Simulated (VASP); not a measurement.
# CsSnBr3 (Pm-3m) in VASP: dielectric tensor with PBE

Aim: the dielectric tensor of CsSnBr3 with PBE.

Program: VASP 6.6.1. These are calculated values, not measurements. Logs are shortened: lines on timing, memory, paths and dates and some standing lists are left out, and cuts for length are marked.

### 1 The cell of the first run

It takes space group Pm-3m (No. 221, cubic). Conventional cell: a = 5.841 Å, b = 5.841 Å, c = 5.841 Å, α = 90.00°, β = 90.00°, γ = 90.00°. Within 5.4 Å of Cs (site symmetry m-3m) lie 12 Br at 4.13 Å and 8 Sn at 5.06 Å. Sn (site symmetry m-3m) has 6 Br at 2.92 Å within 3.8 Å. Br (site symmetry 4/mmm) has 2 Sn at 2.92 Å within 3.8 Å.

### 2 Dielectric tensor, PBE

INCAR

```
PREC = Accurate ; ENCUT = 400
EDIFF = 1E-8 ; ISMEAR = 0
SIGMA = 0.01 ; LREAL = F
LASPH = T ; NELM = 120
ALGO = Normal ; ISIF = 2
LWAVE = F ; LCHARG = F
GGA = PE ; LEPSILON = T
GGA_COMPAT = F
```

KPOINTS

```
regular mesh
0
Gamma
  4 4 4
```

POSCAR

```
CsSnBr3
1.0
    5.8411484913      0.0000000000      0.0000000000
    0.0000000000      5.8411484913      0.0000000000
    0.0000000000      0.0000000000      5.8411484913
Cs Sn Br
1 1 3
Direct
    0.0000000000      0.0000000000      0.0000000000
    0.5000000000      0.5000000000      0.5000000000
    0.5000000000      0.5000000000      0.0000000000
    0.5000000000      0.0000000000      0.5000000000
    0.0000000000      0.5000000000      0.5000000000
```

Potentials or basis: VASP PAW PBE potentials, release 64 (Cs_sv, Sn_d, Br).

Started as:

```bash
cat potpaw_PBE.64/Cs_sv/POTCAR potpaw_PBE.64/Sn_d/POTCAR potpaw_PBE.64/Br/POTCAR > POTCAR
mpirun -np 1 vasp_std > vasp.out
```

OUTCAR:

```text
PREC = Accurate
   ENCUT = 400
   EDIFF = 1E-8
   ISMEAR = 0
   LREAL = F
   LASPH = T
   NELM = 120
   ISIF = 2
   GGA = PE
   LEPSILON = T

 ion  position               nearest neighbor table
   1  0.000  0.000  0.000-
   2  0.500  0.500  0.500-   3 2.92   4 2.92   5 2.92   3 2.92   4 2.92   5 2.92
   3  0.500  0.500  0.000-   2 2.92   2 2.92
   4  0.500  0.000  0.500-   2 2.92   2 2.92
   5  0.000  0.500  0.500-   2 2.92   2 2.92

  LATTYP: Found a simple cubic cell.
 ALAT       =     5.8411484913

  Lattice vectors:

 A1 = (   5.8411484913,   0.0000000000,   0.0000000000)
 A2 = (   0.0000000000,   5.8411484913,   0.0000000000)
 A3 = (   0.0000000000,   0.0000000000,   5.8411484913)

Analysis of symmetry for initial positions (statically):
=====================================================================
 Subroutine PRICEL returns:
 Original cell was already a primitive cell.

 Routine SETGRP: Setting up the symmetry group for a
 simple cubic supercell.

 Subroutine GETGRP returns: Found 48 space group operations
 (whereof 48 operations were pure point group operations)
 out of a pool of 48 trial point group operations.

The static configuration has the point symmetry O_h .

Analysis of symmetry for dynamics (positions and initial velocities):
=====================================================================
 Subroutine PRICEL returns:
 Original cell was already a primitive cell.

 Routine SETGRP: Setting up the symmetry group for a
 simple cubic supercell.

 Subroutine GETGRP returns: Found 48 space group operations
 (whereof 48 operations were pure point group operations)
 out of a pool of 48 trial point group operations.

The dynamic configuration has the point symmetry O_h .

 Subroutine INISYM returns: Found 48 space group operations
 (whereof 48 operations are pure point group operations),
 and found     1 'primitive' translations

----------------------------------------------------------------------------------------

                                     Primitive cell

  volume of cell :     199.2942

  direct lattice vectors                    reciprocal lattice vectors
     5.841148491  0.000000000  0.000000000     0.171199209  0.000000000  0.000000000
     0.000000000  5.841148491  0.000000000     0.000000000  0.171199209  0.000000000
     0.000000000  0.000000000  5.841148491     0.000000000  0.000000000  0.171199209

  length of vectors
     5.841148491  5.841148491  5.841148491     0.171199209  0.171199209  0.171199209

  position of ions in fractional coordinates (direct lattice)
     0.000000000  0.000000000  0.000000000
     0.500000000  0.500000000  0.500000000
     0.500000000  0.500000000  0.000000000
     0.500000000  0.000000000  0.500000000
     0.000000000  0.500000000  0.500000000

  ion indices of the primitive-cell ions
   primitive index   ion index
                 1           1
                 2           2
                 3           3
                 4           4
                 5           5

----------------------------------------------------------------------------------------

 KPOINTS: regular mesh

Automatic generation of k-mesh.
 Grid dimensions read from file:
 generate k-points for:    4    4    4

 Generating k-lattice:

  Cartesian coordinates                     Fractional coordinates (reciprocal lattice)
     0.042799802  0.000000000  0.000000000     0.250000000  0.000000000  0.000000000
     0.000000000  0.042799802  0.000000000     0.000000000  0.250000000  0.000000000
     0.000000000  0.000000000  0.042799802     0.000000000  0.000000000  0.250000000

  Length of vectors
     0.042799802  0.042799802  0.042799802

[... 68 lines left out ...]
   LRPA    =     F    only Hartree local field effects (RPA)
 non-spin polarized calculation
 Gauss-broadening in eV      SIGMA  =   0.01
  energy-cutoff  :      400.00
  volume of cell :      199.29
 maximum number of plane-waves:      3695
 NGX is ok and might be reduce to    40
   NGX = 19   NGY = 19   NGZ = 19

--------------------------------------- Ionic step        1  -------------------------------------------

 number of electron      44.0000004 magnetization

 E-fermi :   2.2421     XC(G=0):  -7.6537

 val. band max:        2.1574583637   @ k =   0.5000   0.5000   0.5000
 cond. band min:       2.6588775854   @ k =   0.5000   0.5000   0.5000
 fundamental gap:      0.5014192218
 Fermi energy:         2.2421335439

 k-point     1 :       0.0000    0.0000    0.0000
  band No.  band energies     occupation
      1     -20.1026      2.00000
      2     -20.0550      2.00000
      3     -20.0550      2.00000
      4     -20.0288      2.00000
      5     -20.0288      2.00000
      6     -20.0288      2.00000
[... 279 lines left out ...]
     25       2.6589      0.00000
     26       5.8922      0.00000

  FORCE on cell =-STRESS in cart. coord.  units (eV):
  Direction    XX          YY          ZZ          XY          YZ          ZX
  --------------------------------------------------------------------------------------
  -------------------------------------------------------------------------------------
  Total        0.8845790      0.8845790      0.8845790      0.0000000      0.0000000      0.0000000
  in kB        7.1113568      7.1113568      7.1113568      0.0000000      0.0000000      0.0000000
  external PRESSURE =       7.1113568 kB  Pullay stress =       0.0000000 kB

 VOLUME and BASIS-vectors are now :
 -----------------------------------------------------------------------------
  energy-cutoff  :      400.00
  volume of cell :      199.29
      direct lattice vectors                 reciprocal lattice vectors
     5.841148491  0.000000000  0.000000000     0.171199209  0.000000000  0.000000000
     0.000000000  5.841148491  0.000000000     0.000000000  0.171199209  0.000000000
     0.000000000  0.000000000  5.841148491     0.000000000  0.000000000  0.171199209

 POSITION                                       TOTAL-FORCE (eV/Angst)
 -----------------------------------------------------------------------------------
      0.00000      0.00000      0.00000         0.000000      0.000000      0.000000
      2.92057      2.92057      2.92057         0.000000      0.000000      0.000000
      2.92057      2.92057      0.00000         0.000000      0.000000      0.000000
      2.92057      0.00000      2.92057         0.000000      0.000000      0.000000
      0.00000      2.92057      2.92057         0.000000      0.000000      0.000000
 -----------------------------------------------------------------------------------
    total drift:                                0.000000      0.000000     -0.000000

  FREE ENERGIE OF THE ION-ELECTRON SYSTEM (eV)
  ---------------------------------------------------
  free  energy   TOTEN  =       -15.7755848786 eV

  energy  without entropy=      -15.7755848786  energy(sigma->0) =      -15.77558488

 HEAD OF MICROSCOPIC STATIC DIELECTRIC TENSOR (INDEPENDENT PARTICLE, excluding Hartree and local field effects)
 ------------------------------------------------------
          24.961252     0.000000     0.000000
          -0.000000    24.961252     0.000000
          -0.000000     0.000000    24.961252
 ------------------------------------------------------

 Free energy of the ion-electron system (eV)
  ---------------------------------------------------
  ---------------------------------------------------
  free energy    TOTEN  =       -13.27172626 eV

  energy without entropy =      -13.27172626

------------------------ aborting loop because EDIFF is reached ----------------------------------------

--------------------------------------- Ionic step        2  -------------------------------------------

------------------------ aborting loop because EDIFF is reached ----------------------------------------

--------------------------------------- Ionic step        3  -------------------------------------------

 Free energy of the ion-electron system (eV)
  ---------------------------------------------------
  ---------------------------------------------------
  free energy    TOTEN  =       -13.27175441 eV

  energy without entropy =      -13.27175441

------------------------ aborting loop because EDIFF is reached ----------------------------------------

 PIEZOELECTRIC TENSOR FIELD DIRECTION 3  (e Angst)
 -----------------------------------------------------------------------------
    -0.00255  0.00000 -0.00000           (  0.00000  0.00000 -0.00000)
     0.00000 -0.00255  0.00000           (  0.00000  0.00000  0.00000)
    -0.00000  0.00000  0.00283           ( -0.00000  0.00000  0.00002)

 PIEZOELECTRIC TENSOR FIELD DIRECTION 3  (C/m^2)
 -----------------------------------------------------------------------------
    -0.00021  0.00000 -0.00000
     0.00000 -0.00021  0.00000
    -0.00000  0.00000  0.00023

 MACROSCOPIC STATIC DIELECTRIC TENSOR (including local field effects in DFT)
 ------------------------------------------------------
          23.958574    -0.000000     0.000000
           0.000000    23.958574     0.000000
          -0.000000    -0.000000    23.958574
 ------------------------------------------------------

 PIEZOELECTRIC TENSOR (including local field effects)  for field in x, y, z        (e  Angst)
          XX          YY          ZZ          XY          YZ          ZX
  --------------------------------------------------------------------------------
  x     0.00000     0.00000     0.00000     0.00000     0.00000     0.00000
  y     0.00000     0.00000     0.00000     0.00000     0.00000     0.00000
  z     0.00000     0.00000     0.00000     0.00000     0.00000     0.00000

 PIEZOELECTRIC TENSOR (including local field effects)  for field in x, y, z        (C/m^2)
          XX          YY          ZZ          XY          YZ          ZX
  --------------------------------------------------------------------------------
  x     0.00000     0.00000     0.00000     0.00000     0.00000     0.00000
  y     0.00000     0.00000     0.00000     0.00000     0.00000     0.00000
  z     0.00000     0.00000     0.00000     0.00000     0.00000     0.00000

 BORN EFFECTIVE CHARGES (including local field effects) (in |e|, cummulative output)
 ---------------------------------------------------------------------------------
 ion    1
    1     1.63979    -0.00000     0.00000
    2    -0.00000     1.63979     0.00000
    3     0.00000     0.00000     1.63979
 ion    2
    1     4.95366     0.00000     0.00000
    2     0.00000     4.95366     0.00000
    3     0.00000    -0.00000     4.95366
 ion    3
    1     1.34601     0.00000     0.00000
    2     0.00000     1.34601     0.00000
    3    -0.00000     0.00000    -9.28546
 ion    4
    1     1.34601    -0.00000    -0.00000
    2     0.00000    -9.28546     0.00000
    3     0.00000     0.00000     1.34601
 ion    5
    1    -9.28546    -0.00000     0.00000
    2    -0.00000     1.34601     0.00000
    3     0.00000     0.00000     1.34601
```

It took 18 min on 1 thread of Oxide Virtual Turin-like, shared host; peak memory 0.37 GiB.

What came out:

```
Band gap on the k mesh                  : 0.50 eV
Electronic dielectric tensor (diagonal) : 23.96
Born charges (mean of the diagonal)     : Cs +1.64; Sn +4.95; Br -2.20 e
```

Levels at points of the mesh, in eV from the valence-band top:
| k point | band 20 | band 21 | band 22 | band 23 | band 24 | band 25 |
| --- | --- | --- | --- | --- | --- | --- |
| (0.00, 0.00, 0.00) | -2.86 | -2.86 | -2.86 | 2.25 | 3.29 | 3.29 |
| (0.50, 0.00, 0.00) | -2.98 | -2.98 | -1.98 | 1.48 | 3.68 | 4.32 |
| (0.50, 0.50, 0.00) | -3.25 | -2.51 | -0.97 | 1.03 | 1.03 | 3.93 |
| (0.50, 0.50, 0.50) | -2.49 | -2.49 | 0.00 | 0.50 | 0.50 | 0.50 |

Electronic dielectric tensor:
```
23.96  0.00  0.00
 0.00 23.96  0.00
 0.00  0.00 23.96
```

Born effective charge tensors (e):
atom 1, Cs
```
1.64 0.00 0.00
0.00 1.64 0.00
0.00 0.00 1.64
```
atom 2, Sn
```
4.95 0.00 0.00
0.00 4.95 0.00
0.00 0.00 4.95
```
atom 3, Br
```
 1.35  0.00  0.00
 0.00  1.35  0.00
 0.00  0.00 -9.29
```
atom 4, Br
```
 1.35  0.00  0.00
 0.00 -9.29  0.00
 0.00  0.00  1.35
```
atom 5, Br
```
-9.29  0.00  0.00
 0.00  1.35  0.00
 0.00  0.00  1.35
```

Caveat: the gap is small at this level, which inflates the dielectric constant; semilocal functionals underestimate gaps, and a narrow one can read as zero; spin-orbit coupling is left out, which moves the levels of the heavy elements. A k mesh can miss the band edges.
